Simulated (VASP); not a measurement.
The system is MgI2.

```
Mg I
1.0
     4.15721    0.00000    0.00000
    -2.07861    3.60025    0.00000
     0.00000    0.00000    6.77023
Mg I
1 2
Direct
  0.00000 0.00000 0.00000
  0.33333 0.66667 0.24542
  0.66667 0.33333 0.75458
```

This cell differs from its parent crystal: uniaxial z strain -1.5%.

Base run:

- Program: VASP 6.6.1
- Functional: r2SCAN
- Potentials or basis: VASP PAW PBE potentials, release 64 (Mg, I)
- Cutoff: 520 eV
- k mesh: 12 × 12 × 4
- Occupations: gaussian, width 0.01 eV
- Spin: no spin polarisation

Its results: band gap on the k mesh 4.03 eV (least direct gap 4.42 eV); pressure 0.7 GPa.

Task: The run is repeated on the same cell with these changes: functional from r2SCAN to PBE; occupations from gaussian, width 0.01 eV to fermi-dirac, width 0.02 eV. What comes out?

Result: Band gap on the k mesh 3.43 eV (least direct gap 3.61 eV); pressure 1.3 GPa.

Caveats: spin-orbit coupling is left out, which moves the levels of the heavy elements; the PAW data sets were made with another functional, which shifts forces and pressure a little (at least some runs); this functional lacks dispersion, which binds layers or chains, so the pressure and a relaxed spacing across them are unreliable (at least some runs).

A k mesh can miss the band edges.
